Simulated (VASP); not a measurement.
# HfO2 (P-3m1) in VASP: further runs, part 2 of 2

VASP 6.6.1. Earlier steps stand in the parts before.

## (3) Single point, PBE

This run uses another cell than the first one, of 11.35 Å³/atom, 1.046 times its volume.

INCAR reads:

```
SYSTEM = HfO2
PREC = Accurate
ENCUT = 520
EDIFF = 1E-6
ISMEAR = 0
SIGMA = 0.05
LREAL = .FALSE.
LASPH = .TRUE.
NELM = 60
ALGO = Normal
ISIF = 2
LWAVE = .FALSE.
LCHARG = .FALSE.
GGA = PE
NBANDS = 43
```

KPOINTS reads:

```
Automatic mesh
0
G
  7 7 3
  0 0 0
```

POSCAR reads:

```
HfO2
1.0
    2.5488057606     -2.5488057606      0.0000000000
    2.5488057606      0.0000000000     -2.5488057606
    5.2419490885      5.2419490885      5.2419490885
Hf O
3 6
Direct
    0.0000000000      0.0000000000      0.8104036284
    0.3333333333      0.3333333333      0.4862486601
    0.6666666667      0.6666666667      0.1620936919
    0.6666666667      0.6666666667      0.4052099181
    1.0000000000      0.0000000000      0.0810549498
    0.3333333333      0.3333333333      0.7293648863
    0.6666666667      0.6666666667      0.8914423705
    1.0000000000      1.0000000000      0.5672874022
    0.3333333333      0.3333333333      0.2431324339
```

Potentials or basis: VASP PAW PBE potentials, release 64 (Hf_pv, O).

Run with:

```console
$ cat potpaw_PBE.64/Hf_pv/POTCAR potpaw_PBE.64/O/POTCAR > POTCAR
$ mpirun -np 1 vasp_std > vasp.out
```

OUTCAR:

```text
SYSTEM = HfO2
   PREC = Accurate
   ENCUT = 520
   EDIFF = 1E-6
   ISMEAR = 0
   LREAL = .FALSE.
   LASPH = .TRUE.
   NELM = 60
   ISIF = 2
   GGA = PE

 ion  position               nearest neighbor table
   1  0.000  0.000  0.810-   7 2.21   6 2.21   8 2.21   7 2.21   7 2.21   6 2.21   6 2.21   5 2.46
                             2 3.60   2 3.60   2 3.60   3 3.81   3 3.81   3 3.81
   2  0.333  0.333  0.486-   4 2.21   4 2.21   8 2.21   6 2.21   9 2.21   4 2.21   8 2.21   8 2.21
                             3 3.60   3 3.60   3 3.60   1 3.60   1 3.60   1 3.60
   3  0.667  0.667  0.162-   9 2.21   9 2.21   5 2.21   4 2.21   9 2.21   5 2.21   5 2.21   7 2.46
                             2 3.60   2 3.60   2 3.60   1 3.81   1 3.81   1 3.81
   4  0.667  0.667  0.405-   2 2.21   2 2.21   3 2.21   2 2.21
   5  0.000  0.000  0.081-   3 2.21   3 2.21   3 2.21   1 2.46
   6  0.333  0.333  0.729-   1 2.21   2 2.21   1 2.21   1 2.21
   7  0.667  0.667  0.891-   1 2.21   1 2.21   1 2.21   3 2.46
   8  0.000  0.000  0.567-   2 2.21   1 2.21   2 2.21   2 2.21
   9  0.333  0.333  0.243-   3 2.21   3 2.21   2 2.21   3 2.21

  LATTYP: Found a hexagonal cell.
 ALAT       =     3.6045556745
 C/A-ratio  =     2.5188464188

  Lattice vectors:

 A1 = (  -2.5488057606,   0.0000000000,   2.5488057606)
 A2 = (   2.5488057606,  -2.5488057606,   0.0000000000)
 A3 = (   5.2419490885,   5.2419490885,   5.2419490885)

Analysis of symmetry for initial positions (statically):
=====================================================================
 Subroutine PRICEL returns:
 Original cell was already a primitive cell.

 Routine SETGRP: Setting up the symmetry group for a
 hexagonal supercell.

 Subroutine GETGRP returns: Found 12 space group operations
 (whereof  6 operations were pure point group operations)
 out of a pool of 24 trial point group operations.

The static configuration has the point symmetry C_3v.
 The point group associated with its full space group is D_3d.

Analysis of symmetry for dynamics (positions and initial velocities):
[... 148 lines left out ...]
   AEXX    =    0.0000 exact exchange contribution
   IVDW    =     0    specifies the selected vdW correction
   LEPSILON=     F    determine dielectric tensor
   LRPA    =     F    only Hartree local field effects (RPA)
 non-spin polarized calculation
 Gauss-broadening in eV      SIGMA  =   0.05
  energy-cutoff  :      520.00
  volume of cell :      102.16
 maximum number of plane-waves:      2781
   NGX = 13   NGY = 13   NGZ = 33

 number of electron      66.0000001 magnetization

 Free energy of the ion-electron system (eV)
  ---------------------------------------------------
  ext. energy  EPLUGINS =         0.00000000
  ---------------------------------------------------
  free energy    TOTEN  =       -90.48044857 eV

  energy without entropy =      -90.48044857  energy(sigma->0) =      -90.48044857

 E-fermi :   4.0538     XC(G=0): -11.5947

 val. band max:        3.8052407629   @ k =  -0.4286   0.1429   0.0000
 cond. band min:       7.6848814328   @ k =   0.4286   0.0000   0.0000
 fundamental gap:      3.8796406698
 Fermi energy:         4.0538188657

 k-point     1 :       0.0000    0.0000    0.0000
  band No.  band energies     occupation
      1     -26.2874      2.00000
      2     -26.2250      2.00000
      3     -26.0060      2.00000
      4     -26.0060      2.00000
      5     -25.9998      2.00000
      6     -25.9706      2.00000
[... 909 lines left out ...]
     42      10.8135      0.00000
     43      10.9318      0.00000

------------------------ aborting loop because EDIFF is reached ----------------------------------------

  FORCE on cell =-STRESS in cart. coord.  units (eV):
  Direction    XX          YY          ZZ          XY          YZ          ZX
  --------------------------------------------------------------------------------------
  -------------------------------------------------------------------------------------
  Total       -5.1755215     -5.1755215     -5.1755215     -0.5312575     -0.5312575     -0.5312575
  in kB      -81.1665641    -81.1665641    -81.1665641     -8.3315945     -8.3315945     -8.3315945
  external PRESSURE =     -81.1665641 kB  Pullay stress =       0.0000000 kB

 VOLUME and BASIS-vectors are now :
 -----------------------------------------------------------------------------
  energy-cutoff  :      520.00
  volume of cell :      102.16
      direct lattice vectors                 reciprocal lattice vectors
     2.548805761 -2.548805761  0.000000000     0.130780202 -0.261560405  0.130780202
     2.548805761  0.000000000 -2.548805761     0.130780202  0.130780202 -0.261560405
     5.241949089  5.241949089  5.241949089     0.063589579  0.063589579  0.063589579

 POSITION                                       TOTAL-FORCE (eV/Angst)
 -----------------------------------------------------------------------------------
      4.24809      4.24809      4.24809         0.232632      0.232632      0.232632
      4.24809      1.69929      1.69929        -0.000000     -0.000000     -0.000000
      4.24809     -0.84952     -0.84952        -0.232632     -0.232632     -0.232632
      5.52250      0.42489      0.42489        -0.117713     -0.117713     -0.117713
      0.42489      0.42489      0.42489        -0.358968     -0.358968     -0.358968
      5.52250      2.97369      2.97369        -0.096585     -0.096585     -0.096585
      8.07130      2.97369      2.97369         0.358968      0.358968      0.358968
      2.97369      2.97369      2.97369         0.117713      0.117713      0.117713
      2.97369      0.42489      0.42489         0.096585      0.096585      0.096585
 -----------------------------------------------------------------------------------
    total drift:                                0.000039      0.000038      0.000038

  FREE ENERGIE OF THE ION-ELECTRON SYSTEM (eV)
  ---------------------------------------------------
  free  energy   TOTEN  =       -90.4804485713 eV

  energy  without entropy=      -90.4804485713  energy(sigma->0) =      -90.48044857
```

OSZICAR:

```text
N       E                     dE             d eps       ncg     rms          rms(c)
DAV:   1     0.391681999339E+03    0.39168E+03   -0.37641E+04  1720   0.153E+03
DAV:   2    -0.843757535323E+02   -0.47606E+03   -0.45858E+03  2146   0.389E+02
DAV:   3    -0.107821282750E+03   -0.23446E+02   -0.23338E+02  2133   0.775E+01
DAV:   4    -0.108086663667E+03   -0.26538E+00   -0.26503E+00  2056   0.926E+00
DAV:   5    -0.108090979507E+03   -0.43158E-02   -0.43138E-02  2090   0.108E+00    0.773E+01
DAV:   6    -0.908004710998E+02    0.17291E+02   -0.86817E+01  1963   0.405E+01    0.681E+01
DAV:   7    -0.905489081164E+02    0.25156E+00   -0.45187E+00  2056   0.115E+01    0.454E+01
DAV:   8    -0.905338757169E+02    0.15032E-01   -0.69215E-01  2024   0.517E+00    0.137E+01
DAV:   9    -0.904809504650E+02    0.52925E-01   -0.20586E-01  2000   0.259E+00    0.365E+00
DAV:  10    -0.904802724041E+02    0.67806E-03   -0.15411E-02  2192   0.663E-01    0.151E-01
DAV:  11    -0.904802977290E+02   -0.25325E-04   -0.13921E-03  2072   0.207E-01    0.761E-02
DAV:  12    -0.904804179009E+02   -0.12017E-03   -0.12078E-04  2048   0.621E-02    0.366E-02
DAV:  13    -0.904804447282E+02   -0.26827E-04   -0.28614E-05  2048   0.253E-02    0.446E-02
DAV:  14    -0.904804465675E+02   -0.18394E-05   -0.25542E-06  1840   0.939E-03    0.115E-02
DAV:  15    -0.904804487566E+02   -0.21891E-05   -0.34980E-06  1688   0.894E-03    0.104E-02
DAV:  16    -0.904804485713E+02    0.18529E-06   -0.16420E-07  1208   0.266E-03
   1 F= -.90480449E+02 E0= -.90480449E+02  d E =-.212340E-13
```

stdout:

```text
POSCAR found type information on POSCAR HfO
 POSCAR found :  2 types and       9 ions
 scaLAPACK will be used
 LDA part: xc-table for (Slater+PW92), standard interpolation
 POSCAR, INCAR and KPOINTS ok, starting setup
 FFT: planning ... GRIDC
 FFT: planning ... GRID_SOFT
 FFT: planning ... GRID
 WAVECAR not read
 entering main loop
```

It took 62 s on 1 thread of Intel Xeon 6975P-C (Granite Rapids), shared host; peak memory 0.25 GiB.

What came out:

| Property | Result |
| --- | --- |
| Free energy | -90.4804 eV |
| Pressure | -8.1 GPa |
| Largest force | 0.622 eV/Å |
| Band gap on the k mesh | 3.88 eV |

Forces on the atoms (eV/Å):
```
Hf   0.233  0.233  0.233
Hf   0.000  0.000  0.000
Hf  -0.233 -0.233 -0.233
O   -0.118 -0.118 -0.118
O   -0.359 -0.359 -0.359
O   -0.097 -0.097 -0.097
O    0.359  0.359  0.359
O    0.118  0.118  0.118
O    0.097  0.097  0.097
```

Levels at points of the mesh, in eV from the valence-band top:
```tsv
k point	band 30	band 31	band 32	band 33	band 34	band 35	band 36	band 37
(0.00, 0.00, 0.00)	-1.29	-0.50	-0.50	-0.47	3.89	3.89	4.53	4.53
```

Caveat: spin-orbit coupling is left out, which moves the levels of the heavy elements. A k mesh can miss the band edges.
